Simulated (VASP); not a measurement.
A run of VASP 6.6.1:

INCAR

```
PREC     = Accurate       # precision mode
ENCUT    = 520            # plane-wave cutoff, eV
EDIFF    = 1E-7           # SCF threshold, eV
ISMEAR   = -1             # smearing method
SIGMA    = 0.05           # smearing width, eV
LREAL    = Auto         
LASPH    = T              # aspherical terms in the spheres
NELM     = 80             # most SCF steps
ALGO     = Normal         # electronic algorithm
ISIF     = 2              # what is computed and relaxed
LWAVE    = F              # write WAVECAR
LCHARG   = T              # write CHGCAR
GGA      = PS             # functional
LELF     = T              # ELF
LVHAR    = T            
NBANDS   = 98             # bands
```

File KPOINTS:

```
regular mesh
0
Gamma
  2 3 1
```

The input POSCAR:

```
Pd16Cl
1.0
    7.7800000000      0.0000000000      0.0000000000
    0.0000000000      5.5012910000      0.0000000000
    0.0000000000      0.0000000000     15.1259680000
Pd Cl
16 1
Direct
    0.2500000000      0.2500000000      0.0661115000
    0.7500000000      0.2500000000      0.0661115000
    0.2500000000      0.7500000000      0.0661115000
    0.7500000000      0.7500000000      0.0661115000
   -0.0000561712      0.0003334699      0.1459881702
    0.5000664766     -0.0002441403      0.1509090713
   -0.0000712425      0.4997084545      0.1459916414
    0.5000573405      0.5003035316      0.1508599947
    0.2497720117      0.2499924412      0.2426646860
    0.7501270030      0.2500369900      0.2427425071
    0.2504339356      0.7500608219      0.2436883735
    0.7494236168      0.7500345927      0.2437722157
   -0.0000155612     -0.0003593080      0.3251089789
    0.4998101618     -0.0011484984      0.3308634322
    0.0000267898      0.5003874018      0.3251046590
    0.4997262475      0.5011204787      0.3307490186
    0.5028161600      0.2504952761      0.4530261409
```

Potentials or basis: VASP PAW PBE potentials, release 64 (Pd, Cl).

The run is started by

```sh
$ cat potpaw_PBE.64/Pd/POTCAR potpaw_PBE.64/Cl/POTCAR > POTCAR
$ mpirun -np 1 vasp_std > vasp.out
```

Hardware: 1 thread of Intel Xeon 8259CL, with other jobs on the host.

Question: How long does it take, and how much memory?

Answer: Run time: 27 min on 1 thread of Intel Xeon 8259CL, on a shared host, peak memory 0.64 GiB. Counts: scf iterations 36, k points 4.
